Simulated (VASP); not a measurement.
Wanted: the native input for a VASP 6.6.1 run.

```yaml
Task: single point
Functional: LDA
Potentials_or_basis: VASP PAW LDA potentials, release 64 (Na_pv, Cl)
Cutoff: 520 eV
k_mesh: 8 × 8 × 8
Occupations: gaussian, width 0.01 eV
Spin: no spin polarisation
Dipole_correction: no
Further_INCAR_settings: ALGO = Normal; EDIFF = 1e-06; NBANDS = 14
```

The structure of NaCl lies in POSCAR:

```
NaCl
1.0
    0.0000000000      2.7321951133      2.7321951133
    2.7321951133      0.0000000000      2.7321951133
    2.7321951133      2.7321951133      0.0000000000
Na Cl
1 1
Direct
    0.0000000000      0.0000000000      0.0000000000
    0.5000000000      0.5000000000      0.5000000000
```

One way to write it, as run:

INCAR

```
SYSTEM = NaCl
PREC = Accurate ; ENCUT = 520
EDIFF = 1E-6 ; ISMEAR = 0
SIGMA = 0.01 ; LREAL = .FALSE.
LASPH = .TRUE. ; NELM = 100
ALGO = Normal ; ISIF = 2
LWAVE = .FALSE. ; LCHARG = .FALSE.
NBANDS = 14
```

KPOINTS

```
regular mesh
0
G
  8 8 8
  0 0 0
```

Potentials or basis: VASP PAW LDA potentials, release 64 (Na_pv, Cl).

Run with:

```bash
$ cat potpaw_LDA.64/Na_pv/POTCAR potpaw_LDA.64/Cl/POTCAR > POTCAR
$ mpirun -np 1 vasp_std > vasp.out
```

It gave:

```yaml
Pressure: 0.0 GPa
Band_gap_on_the_k_mesh: 5.08 eV
```

Wall time 8.8 s on 1 thread of Intel(R) Xeon(R) Platinum 8488C (Sapphire Rapids) (shared host), peak memory 0.14 GiB.
